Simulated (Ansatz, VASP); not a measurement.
Sn: VASP beside Ansatz

INCAR

```
  PREC = Accurate
  ENCUT = 520
  EDIFF = 1E-7
  ISMEAR = 0
  SIGMA = 0.1
  LREAL = False
  LASPH = True
  NELM = 100
  ALGO = Normal
  ISIF = 2
  LWAVE = False
  LCHARG = False
  GGA = PS
  NBANDS = 58
```

Contents of KPOINTS:

```
regular mesh
0
Gamma
  8 8 1
```

The input POSCAR:

```
Sn
1.0
    4.6255804284      0.0000000000      0.0000000000
    0.0000000000      4.6255804284      0.0000000000
    0.0000000000      0.0000000000     14.8123378634
Sn
7
Direct
    0.0000000000      0.0000000000      0.1687782187
    0.5000000000      0.0000000000      0.2791854792
    0.5000000000      0.5000000000      0.3895927396
    0.0000000000      0.5000000000      0.5000000000
    0.0000000000      0.0000000000      0.6104072604
    0.5000000000      0.0000000000      0.7208145208
    0.5000000000      0.5000000000      0.8312217813
```

Input for Ansatz:

```yaml
crystal:
  lattice:
    - [4.6255804284, 0.0, 0.0]
    - [0.0, 4.6255804284, 0.0]
    - [0.0, 0.0, 14.8123378634]
  atoms:
    - { symbol: Sn, position: [0.0, 0.0, 0.1687782187] }
    - { symbol: Sn, position: [0.5, 0.0, 0.2791854792] }
    - { symbol: Sn, position: [0.5, 0.5, 0.3895927396] }
    - { symbol: Sn, position: [0.0, 0.5, 0.5] }
    - { symbol: Sn, position: [0.0, 0.0, 0.6104072604] }
    - { symbol: Sn, position: [0.5, 0.0, 0.7208145208] }
    - { symbol: Sn, position: [0.5, 0.5, 0.8312217813] }
basis:
  ecutwfc: 420
kpoints:
  mp_grid: { grid: [8, 8, 1] }
hamiltonian:
  xc: pbesol
scf:
  occupations: { method: gaussian, width: 0.1 }
output:
  forces: true
  stress: true
  eigenvalues: true
```

Alike in both runs: task single point; functional PBEsol; k mesh 8 × 8 × 1; occupations gaussian, width 0.1 eV; no spin polarisation.

|  | VASP | Ansatz |
| --- | --- | --- |
| version | VASP 6.6.1 | Ansatz 0.2.0 |
| potentials or method | VASP PAW PBE potentials, release 64 (Sn_d), cutoff 520 eV | scalar-relativistic, plane waves, PAW |
| valence electrons in the cell | 98 | 98 |

|  | VASP | Ansatz | Ansatz less VASP |
| --- | --- | --- | --- |
| gap on the k mesh at the Fermi level (eV) | none | none | - |
| rms of the force components (eV/Å) | 0.062 | 0.061 | -0.0007 |

VASP's potentials were made for PBE, not for PBEsol. Atom by atom the forces differ by 0.001 eV/Å (rms over components). A gap of «none» marks a metal or a gap that the smearing closes. With one functional, cell and mesh, what is left measures potentials, basis and numerics.
